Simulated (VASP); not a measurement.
# BN (F-43m) in VASP: further runs

BN is run at these levels: PBE+D3(BJ); tasks: single point, relaxation of cell and atoms.

Program: VASP 6.6.1. These are calculated values, not measurements. Logs are shortened: lines on timing, memory, paths and dates and some standing lists are left out, and cuts for length are marked.

## (1) The cell of the first run

It takes space group F-43m (No. 216, cubic). Conventional cell: a = 3.607 Å, b = 3.607 Å, c = 3.607 Å, α = 90.00°, β = 90.00°, γ = 90.00°. Within 2.1 Å of B (site symmetry -43m) lie 4 N at 1.56 Å. N (site symmetry -43m) has 4 B at 1.56 Å within 2.1 Å.

## (2) Single point, PBE+D3(BJ)

The input, INCAR:

```
SYSTEM = BN
ALGO = Normal ; EDIFF = 1E-6
ENCUT = 520 ; GGA = PE
ISIF = 2 ; ISMEAR = 0
IVDW = 12 ; LASPH = .True.
LCHARG = .True. ; LELF = .True.
LREAL = .False. ; LVHAR = .True.
LWAVE = .False. ; NBANDS = 11
NELM = 80 ; PREC = Accurate
SIGMA = 0.02
```

The input, KPOINTS:

```
k-points
0
Gamma
  12 12 12
  0 0 0
```

The input, POSCAR:

```
BN
1.0
    0.0000000000      1.8032542403      1.8032542403
    1.8032542403      0.0000000000      1.8032542403
    1.8032542403      1.8032542403      0.0000000000
B N
1 1
Direct
    0.0000000000      0.0000000000      0.0000000000
    0.7500000000      0.7500000000      0.7500000000
```

Potentials or basis: VASP PAW PBE potentials, release 64 (B, N).

The run is started by

```
> cat potpaw_PBE.64/B/POTCAR potpaw_PBE.64/N/POTCAR > POTCAR
> mpirun -np 1 vasp_std > vasp.out
```

OUTCAR:

```text
SYSTEM = BN
   EDIFF = 1E-6
   ENCUT = 520
   GGA = PE
   ISIF = 2
   ISMEAR = 0
   IVDW = 12
   LASPH = .True.
   LREAL = .False.
   NELM = 80
   PREC = Accurate
 IVDW          = 12

 ion  position               nearest neighbor table
   1  0.000  0.000  0.000-   2 1.56   2 1.56   2 1.56   2 1.56
   2  0.750  0.750  0.750-   1 1.56   1 1.56   1 1.56   1 1.56

  LATTYP: Found a face centered cubic cell.
 ALAT       =     3.6065084806

  Lattice vectors:

 A1 = (   0.0000000000,   1.8032542403,   1.8032542403)
 A2 = (   1.8032542403,   0.0000000000,   1.8032542403)
 A3 = (   1.8032542403,   1.8032542403,   0.0000000000)

Analysis of symmetry for initial positions (statically):
=====================================================================
 Subroutine PRICEL returns:
 Original cell was already a primitive cell.

 Routine SETGRP: Setting up the symmetry group for a
 face centered cubic supercell.

 Subroutine GETGRP returns: Found 24 space group operations
 (whereof 24 operations were pure point group operations)
 out of a pool of 48 trial point group operations.

The static configuration has the point symmetry T_d .

Analysis of symmetry for dynamics (positions and initial velocities):
=====================================================================
 Subroutine PRICEL returns:
 Original cell was already a primitive cell.

 Routine SETGRP: Setting up the symmetry group for a
 face centered cubic supercell.

 Subroutine GETGRP returns: Found 24 space group operations
 (whereof 24 operations were pure point group operations)
 out of a pool of 48 trial point group operations.

The dynamic configuration has the point symmetry T_d .

 Subroutine INISYM returns: Found 24 space group operations
 (whereof 24 operations are pure point group operations),
 and found     1 'primitive' translations

----------------------------------------------------------------------------------------

                                     Primitive cell

  volume of cell :      11.7274

  direct lattice vectors                    reciprocal lattice vectors
     0.000000000  1.803254240  1.803254240    -0.277276486  0.277276486  0.277276486
     1.803254240  0.000000000  1.803254240     0.277276486 -0.277276486  0.277276486
     1.803254240  1.803254240  0.000000000     0.277276486  0.277276486 -0.277276486

  length of vectors
     2.550186603  2.550186603  2.550186603     0.480256962  0.480256962  0.480256962

  position of ions in fractional coordinates (direct lattice)
     0.000000000  0.000000000  0.000000000
     0.750000000  0.750000000  0.750000000

  ion indices of the primitive-cell ions
   primitive index   ion index
                 1           1
                 2           2

----------------------------------------------------------------------------------------

 KPOINTS: k-points

Automatic generation of k-mesh.
 Grid dimensions read from file:
 generate k-points for:   12   12   12

 Generating k-lattice:

  Cartesian coordinates                     Fractional coordinates (reciprocal lattice)
    -0.023106374  0.023106374  0.023106374     0.083333333  0.000000000  0.000000000
     0.023106374 -0.023106374  0.023106374     0.000000000  0.083333333  0.000000000
     0.023106374  0.023106374 -0.023106374     0.000000000  0.000000000  0.083333333

  Length of vectors
     0.040021414  0.040021414  0.040021414

  Shift w.r.t. Gamma in fractional coordinates (k-lattice)
     0.000000000  0.000000000  0.000000000

 Subroutine IBZKPT returns following result:
 ===========================================

 Found     72 irreducible k-points:

 Following reciprocal coordinates:
            Coordinates               Weight
  0.000000  0.000000  0.000000      1.000000
  0.083333  0.000000  0.000000      8.000000
  0.166667  0.000000  0.000000      8.000000
  0.250000  0.000000  0.000000      8.000000
  0.333333  0.000000  0.000000      8.000000
  0.416667  0.000000  0.000000      8.000000
[... 16 lines left out ...]
  0.500000  0.166667  0.000000     24.000000
 -0.416667  0.166667  0.000000     24.000000
 [... further k-points ...]
   k-points           NKPTS =     72   k-points in BZ     NKDIM =     72   number of bands    NBANDS=     11
   number of dos      NEDOS =    301   number of ions     NIONS =      2
   total plane-waves  NPLWV =   8000
   dimension x,y,z NGX =    20 NGY =   20 NGZ =   20
   dimension x,y,z NGXF=    40 NGYF=   40 NGZF=   40
   ions per type =               1   1
   NGX,Y,Z   is equivalent  to a cutoff of  13.04, 13.04, 13.04 a.u.
   NGXF,Y,Z  is equivalent  to a cutoff of  26.08, 26.08, 26.08 a.u.
 SYSTEM =  BN
   PREC   = accura    normal or accurate (medium, high low for compatibility)
   ISTART =      0    job   : 0-new  1-cont  2-samecut
   ICHARG =      2    charge: 1-file 2-atom 10-const
   ISPIN  =      1    spin polarized calculation?
   LNONCOLLINEAR =      F non collinear calculations
   LSORBIT =      F    spin-orbit coupling
   LASPH  =      T    aspherical Exc in radial PAW
   ENCUT  =  520.0 eV  38.22 Ry    6.18 a.u.   4.74  4.74  4.74*2*pi/ulx,y,z
   NELM   =     80;   NELMIN=  2; NELMDL= -5     # of ELM steps
   EDIFF  = 0.1E-05   stopping-criterion for ELM
   LREAL  =      F    real-space projection
   EDIFFG = 0.1E-04   stopping-criterion for IOM
   NSW    =      0    number of steps for IOM
   IBRION =     -1    ionic relax: 0-MD 1-quasi-New 2-CG
   NFREE  =      0    steps in history (QN), initial steepest desc. (CG)
   ISIF   =      2    stress and relaxation
   ISYM   =      2    0-nonsym 1-usesym 2-fastsym
   POTIM  = 0.5000    time-step for ionic-motion
   TEBEG  =    0.0;   TEEND  =   0.0 temperature during run
   PSTRESS=    0.0 pullay stress
   NELECT =       8.0000    total number of electrons
   NUPDOWN=      -1.0000    fix difference up-down
   EMIN   =  10.00;   EMAX   =-10.00  energy-range for DOS
   EFERMI =   0.00;   METHOD = LEGACY
   ISMEAR =     0;   SIGMA  =   0.02  broadening in eV -4-tet -1-fermi 0-gaus
   EFERMI_NEDOS =   21; number of points for ismear=-14 and -15
   IALGO  =     38    algorithm
   IMIX   =      4    mixing-type and parameters
     AMIX     =   0.40;   BMIX     =  1.00
     AMIX_MAG =   1.60;   BMIX_MAG =  1.00
  volume/ion in A,a.u.               =       5.86        39.57
  Fermi-wavevector in a.u.,A,eV,Ry     =   1.441135  2.723349 28.257516  2.076869
  Thomas-Fermi vector in A             =   2.559801
   LORBIT       =      0    0 simple, 1 ext, 2 COOP (PROOUT), +10 PAW based schemes
   GGA     = PE    functional components
   LHFCALC =     F    Hartree Fock is set to
   AEXX    =    0.0000 exact exchange contribution
   IVDW    =    12    specifies the selected vdW correction
   LEPSILON=     F    determine dielectric tensor
   LRPA    =     F    only Hartree local field effects (RPA)
 non-spin polarized calculation
 Gauss-broadening in eV      SIGMA  =   0.02
  energy-cutoff  :      520.00
  volume of cell :       11.73
 maximum number of plane-waves:       332
   NGX =  9   NGY =  9   NGZ =  9

 number of electron       7.9999999 magnetization

 Free energy of the ion-electron system (eV)
  ---------------------------------------------------
  ext. energy  EPLUGINS =         0.00000000
  ---------------------------------------------------
  free energy    TOTEN  =       -17.44724658 eV

  energy without entropy =      -17.44724658  energy(sigma->0) =      -17.44724658

 E-fermi :   7.5914     XC(G=0): -12.8569

 val. band max:        7.4900242944   @ k =   0.0000   0.0000   0.0000
 cond. band min:      11.9569195721   @ k =   0.5000   0.5000   0.0000
 fundamental gap:      4.4668952776
 Fermi energy:         7.5914166418

 k-point     1 :       0.0000    0.0000    0.0000
  band No.  band energies     occupation
      1     -12.8211      2.00000
      2       7.4900      2.00000
      3       7.4900      2.00000
      4       7.4900      2.00000
      5      16.3436      0.00000
      6      16.3436      0.00000
      7      16.3436      0.00000
      8      17.9544      0.00000
      9      32.3753      0.00000
     10      35.3446      0.00000
     11      35.3446      0.00000

 k-point     2 :       0.0833    0.0000    0.0000
  band No.  band energies     occupation
      1     -12.6510      2.00000
      2       6.5734      2.00000
      3       7.3079      2.00000
      4       7.3079      2.00000
      5      16.5640      0.00000
      6      16.6201      0.00000
      7      16.6201      0.00000
      8      18.5110      0.00000
      9      32.1556      0.00000
     10      33.1225      0.00000
     11      33.1225      0.00000

 k-point     3 :       0.1667    0.0000    0.0000
  band No.  band energies     occupation
      1     -12.1473      2.00000
      2       4.4634      2.00000
      3       6.8650      2.00000
      4       6.8650      2.00000
      5      16.8961      0.00000
      6      17.2615      0.00000
      7      17.2615      0.00000
      8      19.8295      0.00000
      9      31.5592      0.00000
     10      31.5592      0.00000
     11      31.5806      0.00000

 k-point     4 :       0.2500    0.0000    0.0000
  band No.  band energies     occupation
      1     -11.3331      2.00000
      2       1.9842      2.00000
      3       6.3539      2.00000
      4       6.3539      2.00000
      5      17.2108      0.00000
      6      17.8728      0.00000
      7      17.8728      0.00000
      8      21.1545      0.00000
      9      31.0288      0.00000
     10      31.1566      0.00000
     11      31.1566      0.00000
[... 239 lines left out ...]
 k-point    22 :       0.4167    0.1667    0.0000
  band No.  band energies     occupation
      1      -9.3687      2.00000
      2      -0.7273      2.00000
      3       4.3385      2.00000
      4       4.5136      2.00000
      5      16.0312      0.00000
      6      19.9918      0.00000
      7      20.4335      0.00000
      8      21.3300      0.00000
      9      27.9679      0.00000
     10      33.8561      0.00000
     11      36.0087      0.00000

 k-point    23 :       0.5000    0.1667    0.0000
  band No.  band energies     occupation
      1      -8.3919      2.00000
      2      -2.2960      2.00000
      3       3.7487      2.00000
      4       4.5872      2.00000
      5      16.3855      0.00000
      6      19.9299      0.00000
      7      20.1855      0.00000
      8      22.6472      0.00000
      9      28.3435      0.00000
     10      34.0383      0.00000
     11      35.2126      0.00000

 k-point    24 :      -0.4167    0.1667    0.0000
  band No.  band energies     occupation
      1      -8.2044      2.00000
      2      -2.5675      2.00000
      3       3.3435      2.00000
      4       4.9048      2.00000
      5      16.8396      0.00000
      6      19.7849      0.00000
      7      19.7865      0.00000
      8      23.2731      0.00000
      9      28.6319      0.00000
     10      32.9290      0.00000
     11      34.3130      0.00000

 [... further k-points ...]

------------------------ aborting loop because EDIFF is reached ----------------------------------------

 Edisp (eV)   -0.42133

 E8    (eV) :    -0.1245

  FORCE on cell =-STRESS in cart. coord.  units (eV):
  Direction    XX          YY          ZZ          XY          YZ          ZX
  --------------------------------------------------------------------------------------
  -------------------------------------------------------------------------------------
  Total       0.02161     0.02161     0.02161     0.00000     0.00000     0.00000
  in kB       2.95200     2.95200     2.95200     0.00000     0.00000     0.00000
  external pressure =        2.95 kB  Pullay stress =        0.00 kB

 VOLUME and BASIS-vectors are now :
 -----------------------------------------------------------------------------
  energy-cutoff  :      520.00
  volume of cell :       11.73
      direct lattice vectors                 reciprocal lattice vectors
     0.000000000  1.803254240  1.803254240    -0.277276486  0.277276486  0.277276486
     1.803254240  0.000000000  1.803254240     0.277276486 -0.277276486  0.277276486
     1.803254240  1.803254240  0.000000000     0.277276486  0.277276486 -0.277276486

 POSITION                                       TOTAL-FORCE (eV/Angst)
 -----------------------------------------------------------------------------------
      0.00000      0.00000      0.00000        -0.000000     -0.000000     -0.000000
      2.70488      2.70488      2.70488         0.000000      0.000000      0.000000
 -----------------------------------------------------------------------------------
    total drift:                               -0.000000     -0.000000     -0.000000

  FREE ENERGIE OF THE ION-ELECTRON SYSTEM (eV)
  ---------------------------------------------------
  free  energy   TOTEN  =       -17.8685776427 eV

  energy  without entropy=      -17.8685776427  energy(sigma->0) =      -17.86857764
```

Run time: 5.9 s. Hardware: 1 thread of Intel Xeon Platinum 8559C (Emerald Rapids), shared host; peak memory 0.13 GiB.

What came out:

- Free energy: -17.8686 eV
- Pressure: 0.3 GPa
- Band gap on the k mesh: 4.47 eV, indirect (least direct gap 8.85 eV)
- Dispersion energy per atom: -0.211 eV

(Continued in part 2 of 2.)
